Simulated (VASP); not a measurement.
Here is a VASP 6.6.1 calculation.

The input INCAR:

```
  PREC = Accurate
  ENCUT = 520
  EDIFF = 1E-6
  ISMEAR = 0
  SIGMA = 0.15
  LREAL = F
  LASPH = T
  NELM = 100
  ALGO = Normal
  ISIF = 2
  LWAVE = F
  LCHARG = F
  GGA = PE
  NBANDS = 17
```

KPOINTS

```
Automatic mesh
0
Gamma
  18 18 10
```

Contents of POSCAR:

```
Pt
1.0
    2.6137000000      0.0000000000      0.0000000000
   -1.3068500000      2.2635305979      0.0000000000
    0.0000000000      0.0000000000      4.6618000000
Pt
2
Direct
    0.6666666667      0.3333333333      0.7500000000
    0.3333333333      0.6666666667      0.2500000000
```

Potentials or basis: VASP PAW PBE potentials, release 64 (Pt).

Launch:

```console
$ cat potpaw_PBE.64/Pt/POTCAR > POTCAR
$ mpirun -np 1 vasp_std > vasp.out
```

(1) What does it give for the band gap on the k mesh?

(2) What does it give for the pressure?

Answers

(1) zero (band 10 reaches 13.82 eV, above the bottom of band 11 at 12.12 eV).

(2) 47.5 GPa.

Caveat: spin-orbit coupling is left out, which moves the levels of the heavy elements.
